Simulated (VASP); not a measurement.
# MgO (Fm-3m) in VASP: notebook, part 2 of 3

VASP 6.6.1. The steps go on from the part before.

## (3) Relaxation of cell and atoms, LDA

This run uses another cell than the first one, of 9.01 Å³/atom.

Input file INCAR:

```
SYSTEM = MgO
  ALGO = Normal
  EDIFF = 1E-7
  EDIFFG = -0.002
  ENCUT = 750
  GGA = CA
  GGA_COMPAT = .False.
  IBRION = 2
  ISIF = 3
  ISMEAR = 0
  LASPH = .True.
  LCHARG = .False.
  LREAL = .False.
  LWAVE = .False.
  NELM = 120
  NELMIN = 4
  NSW = 100
  PREC = Accurate
  SIGMA = 0.02
```

Input file KPOINTS:

```
k-points
0
Gamma
  8 8 8
  0 0 0
```

Input file POSCAR:

```
MgO
1.0
    0.0000000000      2.0805909286      2.0805909286
    2.0805909286      0.0000000000      2.0805909286
    2.0805909286      2.0805909286      0.0000000000
Mg O
1 1
Direct
    0.0000000000      0.0000000000      0.0000000000
    0.5000000000      0.5000000000      0.5000000000
```

Potentials or basis: VASP PAW LDA potentials, release 64 (Mg_sv, O).

Started as:

```bash
cat potpaw_LDA.64/Mg_sv/POTCAR potpaw_LDA.64/O/POTCAR > POTCAR
mpirun -np 1 vasp_std > vasp.out
```

OUTCAR:

```text
SYSTEM = MgO
   EDIFF = 1E-7
   EDIFFG = -0.002
   ENCUT = 750
   GGA = CA
   IBRION = 2
   ISIF = 3
   ISMEAR = 0
   LASPH = .True.
   LREAL = .False.
   NELM = 120
   NELMIN = 4
   NSW = 100
   PREC = Accurate

 ion  position               nearest neighbor table
   1  0.000  0.000  0.000-   2 2.08   2 2.08   2 2.08   2 2.08   2 2.08   2 2.08
   2  0.500  0.500  0.500-   1 2.08   1 2.08   1 2.08   1 2.08   1 2.08   1 2.08

  LATTYP: Found a face centered cubic cell.
 ALAT       =     4.1611818572

  Lattice vectors:

 A1 = (   0.0000000000,   2.0805909286,   2.0805909286)
 A2 = (   2.0805909286,   0.0000000000,   2.0805909286)
 A3 = (   2.0805909286,   2.0805909286,   0.0000000000)

Analysis of symmetry for initial positions (statically):
=====================================================================
 Subroutine PRICEL returns:
 Original cell was already a primitive cell.

 Routine SETGRP: Setting up the symmetry group for a
 face centered cubic supercell.

 Subroutine GETGRP returns: Found 48 space group operations
 (whereof 48 operations were pure point group operations)
 out of a pool of 48 trial point group operations.

The static configuration has the point symmetry O_h .

Analysis of symmetry for dynamics (positions and initial velocities):
=====================================================================
 Subroutine PRICEL returns:
 Original cell was already a primitive cell.

 Routine SETGRP: Setting up the symmetry group for a
 face centered cubic supercell.

 Subroutine GETGRP returns: Found 48 space group operations
 (whereof 48 operations were pure point group operations)
 out of a pool of 48 trial point group operations.

The dynamic configuration has the point symmetry O_h .

 Subroutine INISYM returns: Found 48 space group operations
 (whereof 48 operations are pure point group operations),
 and found     1 'primitive' translations

----------------------------------------------------------------------------------------

                                     Primitive cell

  volume of cell :      18.0132

  direct lattice vectors                    reciprocal lattice vectors
     0.000000000  2.080590929  2.080590929    -0.240316341  0.240316341  0.240316341
     2.080590929  0.000000000  2.080590929     0.240316341 -0.240316341  0.240316341
     2.080590929  2.080590929  0.000000000     0.240316341  0.240316341 -0.240316341

  length of vectors
     2.942399909  2.942399909  2.942399909     0.416240113  0.416240113  0.416240113

  position of ions in fractional coordinates (direct lattice)
     0.000000000  0.000000000  0.000000000
     0.500000000  0.500000000  0.500000000

  ion indices of the primitive-cell ions
   primitive index   ion index
                 1           1
                 2           2

----------------------------------------------------------------------------------------

 KPOINTS: k-points

Automatic generation of k-mesh.
 Grid dimensions read from file:
 generate k-points for:    8    8    8

 Generating k-lattice:

  Cartesian coordinates                     Fractional coordinates (reciprocal lattice)
    -0.030039543  0.030039543  0.030039543     0.125000000  0.000000000  0.000000000
     0.030039543 -0.030039543  0.030039543     0.000000000  0.125000000  0.000000000
[... 48 lines left out ...]
 SYSTEM =  MgO
   PREC   = accura    normal or accurate (medium, high low for compatibility)
   ISTART =      0    job   : 0-new  1-cont  2-samecut
   ICHARG =      2    charge: 1-file 2-atom 10-const
   ISPIN  =      1    spin polarized calculation?
   LNONCOLLINEAR =      F non collinear calculations
   LSORBIT =      F    spin-orbit coupling
   LASPH  =      T    aspherical Exc in radial PAW
   ENCUT  =  750.0 eV  55.12 Ry    7.42 a.u.   6.57  6.57  6.57*2*pi/ulx,y,z
   NELM   =    120;   NELMIN=  4; NELMDL= -5     # of ELM steps
   EDIFF  = 0.1E-06   stopping-criterion for ELM
   LREAL  =      F    real-space projection
   EDIFFG = -.2E-02   stopping-criterion for IOM
   NSW    =    100    number of steps for IOM
   IBRION =      2    ionic relax: 0-MD 1-quasi-New 2-CG
   NFREE  =      1    steps in history (QN), initial steepest desc. (CG)
   ISIF   =      3    stress and relaxation
   ISYM   =      2    0-nonsym 1-usesym 2-fastsym
   POTIM  = 0.5000    time-step for ionic-motion
   TEBEG  =    0.0;   TEEND  =   0.0 temperature during run
   PSTRESS=    0.0 pullay stress
   NELECT =      16.0000    total number of electrons
   NUPDOWN=      -1.0000    fix difference up-down
   EMIN   =  10.00;   EMAX   =-10.00  energy-range for DOS
   EFERMI =   0.00;   METHOD = LEGACY
   ISMEAR =     0;   SIGMA  =   0.02  broadening in eV -4-tet -1-fermi 0-gaus
   EFERMI_NEDOS =   21; number of points for ismear=-14 and -15
   IALGO  =     38    algorithm
   IMIX   =      4    mixing-type and parameters
     AMIX     =   0.40;   BMIX     =  1.00
     AMIX_MAG =   1.60;   BMIX_MAG =  1.00
  volume/ion in A,a.u.               =       9.01        60.78
  Fermi-wavevector in a.u.,A,eV,Ry     =   1.573686  2.973836 33.694667  2.476488
  Thomas-Fermi vector in A             =   2.674933
   LORBIT       =      0    0 simple, 1 ext, 2 COOP (PROOUT), +10 PAW based schemes
   GGA     = CA    functional components
   LHFCALC =     F    Hartree Fock is set to
   AEXX    =    0.0000 exact exchange contribution
   IVDW    =     0    specifies the selected vdW correction
   LEPSILON=     F    determine dielectric tensor
   LRPA    =     F    only Hartree local field effects (RPA)
 conjugate gradient relaxation of ions
 non-spin polarized calculation
 Gauss-broadening in eV      SIGMA  =   0.02
  energy-cutoff  :      750.00
  volume of cell :       18.01
 maximum number of plane-waves:       869
 NGX is ok and might be reduce to    28
   NGX = 13   NGY = 13   NGZ = 13

--------------------------------------- Ionic step        1  -------------------------------------------

 number of electron      15.9999996 magnetization

 Free energy of the ion-electron system (eV)
  ---------------------------------------------------
  ext. energy  EPLUGINS =         0.00000000
  ---------------------------------------------------
  free energy    TOTEN  =       -13.23540309 eV

  energy without entropy =      -13.23540309  energy(sigma->0) =      -13.23540309

------------------------ aborting loop because EDIFF is reached ----------------------------------------

  FORCE on cell =-STRESS in cart. coord.  units (eV):
  Direction    XX          YY          ZZ          XY          YZ          ZX
  --------------------------------------------------------------------------------------
  -------------------------------------------------------------------------------------
  Total       -0.0219324     -0.0219324     -0.0219324      0.0000000      0.0000000      0.0000000
  in kB       -1.9507767     -1.9507767     -1.9507767      0.0000000      0.0000000      0.0000000
  external PRESSURE =      -1.9507767 kB  Pullay stress =       0.0000000 kB
[... 59 lines left out ...]
--------------------------------------- Ionic step        3  -------------------------------------------

 number of electron      15.9999996 magnetization

 Free energy of the ion-electron system (eV)
  ---------------------------------------------------
  ext. energy  EPLUGINS =         0.00000000
  ---------------------------------------------------
  free energy    TOTEN  =       -13.23540947 eV

  energy without entropy =      -13.23540947  energy(sigma->0) =      -13.23540947

 E-fermi :   3.1289     XC(G=0): -12.1269

 val. band max:        2.8555029701   @ k =   0.0000   0.0000   0.0000
 cond. band min:       7.8967893555   @ k =   0.0000   0.0000   0.0000
 fundamental gap:      5.0412863854
 Fermi energy:         3.1289480648

 k-point     1 :       0.0000    0.0000    0.0000
  band No.  band energies     occupation
      1     -68.3604      2.00000
      2     -35.8203      2.00000
      3     -35.8203      2.00000
      4     -35.8203      2.00000
      5     -14.3262      2.00000
      6       2.8555      2.00000
      7       2.8555      2.00000
      8       2.8555      2.00000
      9       7.8968      0.00000
     10      18.5872      0.00000
     11      18.5872      0.00000
     12      18.5872      0.00000
[... 331 lines left out ...]
 k-point    24 :      -0.3750    0.2500    0.1250
  band No.  band energies     occupation
      1     -68.3465      2.00000
      2     -35.9086      2.00000
      3     -35.8563      2.00000
      4     -35.8392      2.00000
      5     -12.6912      2.00000
      6      -1.3530      2.00000
      7       0.8080      2.00000
      8       1.7984      2.00000
      9      12.6221      0.00000
     10      15.2104      0.00000
     11      16.4842      0.00000
     12      19.9061      0.00000

 [... further k-points ...]
[... 5 lines left out ...]
  --------------------------------------------------------------------------------------
  -------------------------------------------------------------------------------------
  Total        0.0013537      0.0013537      0.0013537      0.0000000      0.0000000     -0.0000000
  in kB        0.1204980      0.1204980      0.1204980      0.0000000      0.0000000     -0.0000000
  external PRESSURE =       0.1204980 kB  Pullay stress =       0.0000000 kB
[... 17 lines left out ...]
  FREE ENERGIE OF THE ION-ELECTRON SYSTEM (eV)
  ---------------------------------------------------
  free  energy   TOTEN  =       -13.2354094688 eV

  energy  without entropy=      -13.2354094688  energy(sigma->0) =      -13.23540947

 reached required accuracy - stopping structural energy minimisation
```

OSZICAR:

```text
N       E                     dE             d eps       ncg     rms          rms(c)
DAV:   1     0.148115108965E+03    0.14812E+03   -0.13308E+04   696   0.208E+03
DAV:   2    -0.900164818184E+01   -0.15712E+03   -0.14792E+03   728   0.473E+02
DAV:   3    -0.147502935841E+02   -0.57486E+01   -0.57070E+01   892   0.921E+01
[... 21 lines left out ...]
DAV:   2    -0.132354240346E+02    0.91647E-04   -0.16510E-04   708   0.210E-01    0.392E-02
DAV:   3    -0.132354094129E+02    0.14622E-04   -0.41395E-05   804   0.892E-02    0.637E-03
DAV:   4    -0.132354090922E+02    0.32076E-06   -0.33765E-06   952   0.169E-02    0.168E-03
DAV:   5    -0.132354094078E+02   -0.31561E-06   -0.80553E-07   956   0.121E-02    0.107E-03
DAV:   6    -0.132354094688E+02   -0.61070E-07   -0.61591E-08   632   0.331E-03
   3 F= -.13235409E+02 E0= -.13235409E+02  d E =-.637458E-05
```

CONTCAR:

```text
MgO
   1.00000000000000
    -0.0000000000000000    2.0800778953516570    2.0800778953516570
     2.0800778953516570    0.0000000000000000    2.0800778953516570
     2.0800778953516570    2.0800778953516570    0.0000000000000000
  Mg              O
     1     1
Direct
     0.0000000000000000    0.0000000000000000    0.0000000000000000
     0.5000000000000000    0.5000000000000000    0.5000000000000000

  0.00000000E+00  0.00000000E+00  0.00000000E+00
  0.00000000E+00  0.00000000E+00  0.00000000E+00
```

Wall time 13 s (1 thread of Intel Xeon 6975P-C (Granite Rapids), shared host); peak memory 0.14 GiB.

Results:

* Free energy: -13.2354 eV
* Relaxed volume: 9.00 Å³/atom
* Relaxed cell: a = 2.942 Å, b = 2.942 Å, c = 2.942 Å, α = 60.00°, β = 60.00°, γ = 60.00°
* Space group after relaxing (to 0.1 Å): Fm-3m (No. 225)
* Energy gained by relaxing: 0.0 meV/atom
* Ionic steps: 3
* Pressure after relaxing: 0.0 GPa
* Band gap on the k mesh: 5.04 eV

Final structure:
```xyz
2
Lattice="0.0000 2.0801 2.0801 2.0801 0.0000 2.0801 2.0801 2.0801 0.0000" Properties=species:S:1:pos:R:3 pbc="T T T"
Mg    0.0000    0.0000    0.0000
O     2.0801    2.0801    2.0801
```

As with any semilocal functional, this LDA gap is likely too small.

## (4) Single point, LDA

Input file INCAR:

```
  ALGO = Normal
  EDIFF = 1E-6
  ENCUT = 750
  GGA = CA
  GGA_COMPAT = F
  ISIF = 2
  ISMEAR = 0
  LASPH = T
  LCHARG = T
  LELF = T
  LREAL = F
  LVHAR = T
  LWAVE = F
  NBANDS = 15
  NELM = 120
  PREC = Accurate
  SIGMA = 0.1
```

Input file KPOINTS:

```
k-points
0
Gamma
  8 8 8
```

Input file POSCAR:

```
MgO
1.0
    0.0000000000      2.1245000000      2.1245000000
    2.1245000000      0.0000000000      2.1245000000
    2.1245000000      2.1245000000      0.0000000000
Mg O
1 1
Direct
    0.0000000000      0.0000000000      0.0000000000
    0.5000000000      0.5000000000      0.5000000000
```

Started as:

```bash
cat potpaw_LDA.64/Mg_sv/POTCAR potpaw_LDA.64/O/POTCAR > POTCAR
mpirun -np 1 vasp_std > vasp.out
```

Wall time 10 s (1 thread of Intel Xeon Platinum 8488C (Sapphire Rapids), shared host); peak memory 0.13 GiB.

It converged, with:

| Item | Value |
| --- | --- |
| Free energy | -13.2049 eV |
| Pressure | -9.8 GPa |
| Band gap on the k mesh | 4.42 eV |

Levels at points of the mesh, in eV from the valence-band top:
```
           k point  band 6  band 7  band 8  band 9  band 10  band 11
(0.00, 0.00, 0.00)    0.00    0.00    0.00    4.42    15.39    15.39
(0.50, 0.00, 0.00)   -4.58   -0.64   -0.64    7.58    12.12    15.75
(0.50, 0.50, 0.00)   -4.02   -1.33   -1.33    8.87     9.46    12.62
```

Caveat: the cell stands under tension. Expect the measured gap to be larger: semilocal functionals such as LDA lack the derivative discontinuity.

(Part 2 of 3 ends here.)
